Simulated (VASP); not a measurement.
# BN (Cm) in VASP: notebook

The runs below take BN through single point, with r2SCAN.

Program: VASP 6.6.1. These are calculated values, not measurements. Logs are shortened: lines on timing, memory, paths and dates and some standing lists are left out, and cuts for length are marked.

## 1. The cell of the first run

Symmetry: Cm, No. 8, monoclinic system. Conventional cell: a = 4.406 Å, b = 2.544 Å, c = 4.208 Å, α = 90.00°, β = 90.00°, γ = 90.00°. Within 1.9 Å of B (site symmetry m) lie 4 N at 1.42 to 1.80 Å. Within 1.8 Å of B (site symmetry m) lie 4 N at 1.26 to 1.70 Å. N (site symmetry m) has 4 B at 1.26 to 1.70 Å within 1.8 Å. Within 1.9 Å of N (site symmetry m) lie 4 B at 1.42 to 1.80 Å.

## 2. Single point, r2SCAN

Contents of POSCAR:

```
BN
1.0
    2.5439665232      0.0000000000      0.0000000000
   -1.2719832616      2.2031396355      0.0000000000
    0.0000000000      0.0000000000      4.2077449317
B N
2 2
Direct
    0.6666666667      0.3333333333      0.9997995909
    0.3333333333      0.6666666667      0.4997995909
    0.6025914090      0.2051828181      0.6010951399
    0.2692580757      0.5385161514      0.1010951399
```

Contents of INCAR.step1:

```
PREC = Accurate
ENCUT = 520
ISMEAR = 0
SIGMA = 0.05
LREAL = F
LASPH = T
NELM = 60
NBANDS = 16
GGA = PE
ALGO = Normal
EDIFF = 1E-4
LWAVE = T
LCHARG = F
```

Contents of INCAR.step2:

```
PREC = Accurate
ENCUT = 520
EDIFF = 1E-7
ISMEAR = 0
SIGMA = 0.05
LREAL = F
LASPH = T
NELM = 60
ALGO = Normal
ISIF = 2
LWAVE = F
LCHARG = F
METAGGA = R2SCAN
LMIXTAU = T
NBANDS = 16
ISTART = 1
```

Contents of KPOINTS:

```
regular mesh
0
Gamma
  12 12 6
```

Potentials or basis: VASP PAW PBE potentials, release 64 (B, N).

Run with:

```sh
$ cat potpaw_PBE.64/B/POTCAR potpaw_PBE.64/N/POTCAR > POTCAR
$ cp INCAR.step1 INCAR
$ mpirun -np 1 vasp_std > vasp.out
$ cp INCAR.step2 INCAR
$ mpirun -np 1 vasp_std > vasp.out
```

OUTCAR:

```text
PREC = Accurate
   ENCUT = 520
   EDIFF = 1E-7
   ISMEAR = 0
   LREAL = F
   LASPH = T
   NELM = 60
   ISIF = 2
   METAGGA = R2SCAN
   ISTART = 1

 ion  position               nearest neighbor table
   1  0.667  0.333  1.000-   4 1.42   4 1.42   3 1.70   4 1.80
   2  0.333  0.667  0.500-   3 1.26   3 1.68   3 1.68   4 1.70
   3  0.603  0.205  0.601-   2 1.26   2 1.68   2 1.68   1 1.70
   4  0.269  0.539  0.101-   1 1.42   1 1.42   2 1.70   1 1.80

  LATTYP: Found a hexagonal cell.
 ALAT       =     2.5439665232
 C/A-ratio  =     1.6540095529

  Lattice vectors:

 A1 = (   2.5439665232,   0.0000000000,   0.0000000000)
 A2 = (  -1.2719832616,   2.2031396355,   0.0000000000)
 A3 = (   0.0000000000,   0.0000000000,   4.2077449317)

Analysis of symmetry for initial positions (statically):
=====================================================================
 Subroutine PRICEL returns:
 Original cell was already a primitive cell.

 Routine SETGRP: Setting up the symmetry group for a
 hexagonal supercell.

 Subroutine GETGRP returns: Found  2 space group operations
 (whereof  2 operations were pure point group operations)
 out of a pool of 24 trial point group operations.

The static configuration has the point symmetry C_1h.

Analysis of symmetry for dynamics (positions and initial velocities):
=====================================================================
 Subroutine PRICEL returns:
 Original cell was already a primitive cell.

 Routine SETGRP: Setting up the symmetry group for a
 hexagonal supercell.

 Subroutine GETGRP returns: Found  2 space group operations
 (whereof  2 operations were pure point group operations)
 out of a pool of 24 trial point group operations.

The dynamic configuration has the point symmetry C_1h.

 Subroutine INISYM returns: Found  2 space group operations
 (whereof  2 operations are pure point group operations),
 and found     1 'primitive' translations

----------------------------------------------------------------------------------------

                                     Primitive cell

  volume of cell :      23.5832

  direct lattice vectors                    reciprocal lattice vectors
     2.543966523  0.000000000  0.000000000     0.393086934  0.226948847  0.000000000
    -1.271983262  2.203139635  0.000000000     0.000000000  0.453897694  0.000000000
     0.000000000  0.000000000  4.207744932     0.000000000  0.000000000  0.237656991

  length of vectors
     2.543966523  2.543966523  4.207744932     0.453897694  0.453897694  0.237656991

  position of ions in fractional coordinates (direct lattice)
     0.666666667  0.333333333  0.999799591
     0.333333333  0.666666667  0.499799591
     0.602591409  0.205182818  0.601095140
     0.269258076  0.538516151  0.101095140

  ion indices of the primitive-cell ions
   primitive index   ion index
                 1           1
                 2           2
                 3           3
                 4           4

----------------------------------------------------------------------------------------

 KPOINTS: regular mesh

Automatic generation of k-mesh.
 Grid dimensions read from file:
 generate k-points for:   12   12    6

 Generating k-lattice:

  Cartesian coordinates                     Fractional coordinates (reciprocal lattice)
     0.032757244  0.018912404  0.000000000     0.083333333  0.000000000  0.000000000
     0.000000000  0.037824808  0.000000000     0.000000000  0.083333333  0.000000000
     0.000000000  0.000000000  0.039609499     0.000000000  0.000000000  0.166666667

  Length of vectors
     0.037824808  0.037824808  0.039609499

  Shift w.r.t. Gamma in fractional coordinates (k-lattice)
     0.000000000  0.000000000  0.000000000

 Subroutine IBZKPT returns following result:
 ===========================================

 Found    242 irreducible k-points:

 Following reciprocal coordinates:
            Coordinates               Weight
  0.000000  0.000000  0.000000      1.000000
  0.083333  0.000000  0.000000      4.000000
  0.000000  0.083333  0.000000      2.000000
  0.166667  0.000000  0.000000      4.000000
  0.000000  0.166667  0.000000      2.000000
  0.250000  0.000000  0.000000      4.000000
[... 16 lines left out ...]
 -0.083333  0.416667  0.000000      4.000000
 -0.416667  0.333333  0.000000      4.000000
 [... further k-points ...]
   k-points           NKPTS =    242   k-points in BZ     NKDIM =    242   number of bands    NBANDS=     16
   number of dos      NEDOS =    301   number of ions     NIONS =      4
   total plane-waves  NPLWV =  12800
   dimension x,y,z NGX =    20 NGY =   20 NGZ =   32
   dimension x,y,z NGXF=    40 NGYF=   40 NGZF=   64
   ions per type =               2   2
   NGX,Y,Z   is equivalent  to a cutoff of  13.07, 13.07, 12.64 a.u.
   NGXF,Y,Z  is equivalent  to a cutoff of  26.14, 26.14, 25.29 a.u.
 SYSTEM =  unknown system
   PREC   = accura    normal or accurate (medium, high low for compatibility)
   ISTART =      1    job   : 0-new  1-cont  2-samecut
   ICHARG =      0    charge: 1-file 2-atom 10-const
   ISPIN  =      1    spin polarized calculation?
   LNONCOLLINEAR =      F non collinear calculations
   LSORBIT =      F    spin-orbit coupling
   LASPH  =      T    aspherical Exc in radial PAW
   ENCUT  =  520.0 eV  38.22 Ry    6.18 a.u.   4.73  4.73  7.82*2*pi/ulx,y,z
   NELM   =     60;   NELMIN=  2; NELMDL=  0     # of ELM steps
   EDIFF  = 0.1E-06   stopping-criterion for ELM
   LREAL  =      F    real-space projection
   EDIFFG = 0.1E-05   stopping-criterion for IOM
   NSW    =      0    number of steps for IOM
   IBRION =     -1    ionic relax: 0-MD 1-quasi-New 2-CG
   NFREE  =      0    steps in history (QN), initial steepest desc. (CG)
   ISIF   =      2    stress and relaxation
   ISYM   =      2    0-nonsym 1-usesym 2-fastsym
   POTIM  = 0.5000    time-step for ionic-motion
   TEBEG  =    0.0;   TEEND  =   0.0 temperature during run
   PSTRESS=    0.0 pullay stress
   NELECT =      16.0000    total number of electrons
   NUPDOWN=      -1.0000    fix difference up-down
   EMIN   =  10.00;   EMAX   =-10.00  energy-range for DOS
   EFERMI =   0.00;   METHOD = LEGACY
   ISMEAR =     0;   SIGMA  =   0.05  broadening in eV -4-tet -1-fermi 0-gaus
   EFERMI_NEDOS =   21; number of points for ismear=-14 and -15
   IALGO  =     38    algorithm
   IMIX   =      4    mixing-type and parameters
     AMIX     =   0.40;   BMIX     =  1.00
     AMIX_MAG =   1.60;   BMIX_MAG =  1.00
  volume/ion in A,a.u.               =       5.90        39.79
  Fermi-wavevector in a.u.,A,eV,Ry     =   1.438513  2.718396 28.154815  2.069321
  Thomas-Fermi vector in A             =   2.557472
   LORBIT       =      0    0 simple, 1 ext, 2 COOP (PROOUT), +10 PAW based schemes
   METAGGA = R2SCAN    functional components
   LHFCALC =     F    Hartree Fock is set to
   AEXX    =    0.0000 exact exchange contribution
   IVDW    =     0    specifies the selected vdW correction
   LEPSILON=     F    determine dielectric tensor
   LRPA    =     F    only Hartree local field effects (RPA)
 non-spin polarized calculation
 Gauss-broadening in eV      SIGMA  =   0.05
  energy-cutoff  :      520.00
  volume of cell :       23.58
 maximum number of plane-waves:       652
   NGX =  9   NGY =  9   NGZ = 15

 number of electron      16.0000003 magnetization

 Free energy of the ion-electron system (eV)
  ---------------------------------------------------
  ext. energy  EPLUGINS =         0.00000000
  ---------------------------------------------------
  free energy    TOTEN  =       -35.65651685 eV

  energy without entropy =      -35.65651685  energy(sigma->0) =      -35.65651685

 E-fermi :   8.8516     XC(G=0): -13.6138

 val. band max:        8.5238244520   @ k =   0.0000   0.0000   0.0000
 cond. band min:      12.9529849474   @ k =   0.5000   0.0000   0.0000
 fundamental gap:      4.4291604954
 Fermi energy:         8.8515648245

 k-point     1 :       0.0000    0.0000    0.0000
  band No.  band energies     occupation
      1     -14.1731      2.00000
      2     -10.0709      2.00000
      3      -3.6579      2.00000
      4       3.1583      2.00000
      5       3.3446      2.00000
      6       7.6157      2.00000
[... 8 lines left out ...]
     15      23.8566      0.00000
     16      24.1931      0.00000

 k-point     2 :       0.0833    0.0000    0.0000
  band No.  band energies     occupation
      1     -14.0219      2.00000
      2      -9.9638      2.00000
      3      -3.4973      2.00000
      4       2.7115      2.00000
      5       3.1101      2.00000
      6       7.2467      2.00000
[... 8 lines left out ...]
     15      23.6479      0.00000
     16      24.4173      0.00000

 k-point     3 :       0.0000    0.0833    0.0000
  band No.  band energies     occupation
      1     -14.0207      2.00000
      2      -9.9614      2.00000
      3      -3.4972      2.00000
      4       2.8989      2.00000
      5       2.9916      2.00000
      6       6.9708      2.00000
[... 8 lines left out ...]
     15      23.4755      0.00000
     16      24.1481      0.00000

 k-point     4 :       0.1667    0.0000    0.0000
  band No.  band energies     occupation
      1     -13.5743      2.00000
      2      -9.6596      2.00000
      3      -3.0224      2.00000
      4       1.5287      2.00000
      5       2.4438      2.00000
      6       6.0432      2.00000
[... 8 lines left out ...]
     15      23.6864      0.00000
     16      25.2279      0.00000
[... 324 lines left out ...]
 k-point    22 :       0.3333    0.0833    0.0000
  band No.  band energies     occupation
      1     -11.2811      2.00000
      2      -8.6668      2.00000
      3      -2.2335      2.00000
      4      -0.6298      2.00000
      5      -0.1117      2.00000
      6       2.6234      2.00000
[... 8 lines left out ...]
     15      24.8692      0.00000
     16      25.7867      0.00000

 k-point    23 :      -0.0833    0.4167    0.0000
  band No.  band energies     occupation
      1     -11.2574      2.00000
      2      -8.6538      2.00000
      3      -1.9455      2.00000
      4      -0.6315      2.00000
      5       0.3715      2.00000
      6       1.2376      2.00000
[... 8 lines left out ...]
     15      24.8809      0.00000
     16      25.9796      0.00000

 k-point    24 :      -0.4167    0.3333    0.0000
  band No.  band energies     occupation
      1     -11.2899      2.00000
      2      -8.6771      2.00000
      3      -2.2444      2.00000
      4      -0.6002      2.00000
      5      -0.1318      2.00000
      6       2.7113      2.00000
[... 8 lines left out ...]
     15      25.5953      0.00000
     16      26.2693      0.00000

 [... further k-points ...]

------------------------ aborting loop because EDIFF is reached ----------------------------------------

  FORCE on cell =-STRESS in cart. coord.  units (eV):
  Direction    XX          YY          ZZ          XY          YZ          ZX
  --------------------------------------------------------------------------------------
  -------------------------------------------------------------------------------------
  Total        3.0343063      9.5714533      2.8881250      0.0000000      2.2687797      0.0000000
  in kB      206.1423315    650.2579126    196.2111759      0.0000000    154.1345824      0.0000000
  external PRESSURE =     350.8704733 kB  Pullay stress =       0.0000000 kB

 VOLUME and BASIS-vectors are now :
 -----------------------------------------------------------------------------
  energy-cutoff  :      520.00
  volume of cell :       23.58
      direct lattice vectors                 reciprocal lattice vectors
     2.543966523  0.000000000  0.000000000     0.393086934  0.226948847  0.000000000
    -1.271983262  2.203139635  0.000000000     0.000000000  0.453897694  0.000000000
     0.000000000  0.000000000  4.207744932     0.000000000  0.000000000  0.237656991

 POSITION                                       TOTAL-FORCE (eV/Angst)
 -----------------------------------------------------------------------------------
      1.27198      0.73438      4.20690        -0.000000     -4.826683     -2.937431
     -0.00000      1.46876      2.10303        -0.000000    -12.432192     -4.520615
      1.27198      0.45205      2.52926         0.000000     12.593273      4.506301
      0.00000      1.18643      0.42538         0.000000      4.665602      2.951745
 -----------------------------------------------------------------------------------
    total drift:                                0.000001     -0.000119     -0.000003

  FREE ENERGIE OF THE ION-ELECTRON SYSTEM (eV)
  ---------------------------------------------------
  free  energy   TOTEN  =       -35.6565168487 eV

  energy  without entropy=      -35.6565168487  energy(sigma->0) =      -35.65651685
```

Wall time 3.1 min (1 thread of Intel Xeon 8259CL, shared host); peak memory 0.2 GiB.

Results:

```
Free energy            : -35.6565 eV
Pressure               : 35.1 GPa
Largest force          : 13.375 eV/Å
Band gap on the k mesh : 4.43 eV (least direct gap 6.52 eV)
```

Forces on the atoms (eV/Å):
```
B     0.000  -4.827  -2.937
B     0.000 -12.432  -4.521
N     0.000  12.593   4.506
N     0.000   4.666   2.952
```

Caveat: the cell differs from its parent crystal (all N atoms moved +0.300 Å, as atom 3 towards its neighbour atom 2 (B) at 1.561 Å); the stress differs along the axes, from 20 to 65 GPa; the PAW data sets were made with another functional, which shifts forces and pressure a little.

(Part 1 of 2 ends here.)
